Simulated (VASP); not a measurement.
## Be3CdS2: single point with PBE

Crystal: Be3CdS2.

```
Be Cd S
1.0
     2.77620   -5.37539    0.00000
     2.77620    5.37539    0.00000
     0.00000    0.00000    3.21644
Be Cd S
3 1 2
Cartesian
  2.7762 3.4396 1.6082
  2.7762 -3.4396 1.6082
  2.7762 0.0000 0.0000
  0.0000 0.0000 0.0000
  2.7762 -1.4515 1.6082
  2.7762 1.4515 1.6082
```

The cell was generated, and may not be a known phase.

| Item | Value |
| --- | --- |
| Program | VASP 6.6.1 |
| Task | single point |
| Functional | PBE |
| Potentials or basis | VASP PAW PBE potentials, release 64 (Be, Cd, S) |
| Cutoff | 600 eV |
| k mesh | 8 × 8 × 12 |
| Occupations | gaussian, width 0.1 eV |
| Spin | no spin polarisation |
| Dipole correction | no |
| Further INCAR settings | ALGO = Normal; EDIFF = 1e-06; NBANDS = 24 |

- Pressure: 0.1 GPa
- Largest force: 0.008 eV/Å
- Band gap on the k mesh: zero (bands 15 and 16 overlap by 1.07 eV)

Forces on the atoms (eV/Å):
```
Be   0.000 -0.008  0.000
Be   0.000  0.008  0.000
Be   0.000  0.000  0.000
Cd   0.000  0.000  0.000
S    0.000 -0.004  0.000
S    0.000  0.004  0.000
```

Levels at points of the mesh, in eV from the Fermi level:
```csv
k point,band 13,band 14,band 15,band 16,band 17,band 18
"(0.00, 0.00, 0.00)",-2.38,-1.15,-0.54,2.67,4.14,4.65
"(0.50, 0.00, 0.00)",-1.63,-0.73,0.09,0.99,2.11,3.88
"(0.50, 0.50, 0.00)",-2.17,-1.65,-0.91,0.69,2.79,4.97
"(0.00, 0.00, 0.50)",-2.56,-2.00,-1.01,0.01,0.32,0.95
"(0.50, 0.00, 0.50)",-2.64,-2.56,-0.88,0.04,2.86,3.02
"(0.50, 0.50, 0.50)",-1.91,-1.87,-1.81,0.06,0.12,2.51
```

It took 7.2 min on 1 thread of Intel(R) Xeon(R) Platinum 8488C (Sapphire Rapids) (shared host), peak memory 0.53 GiB.
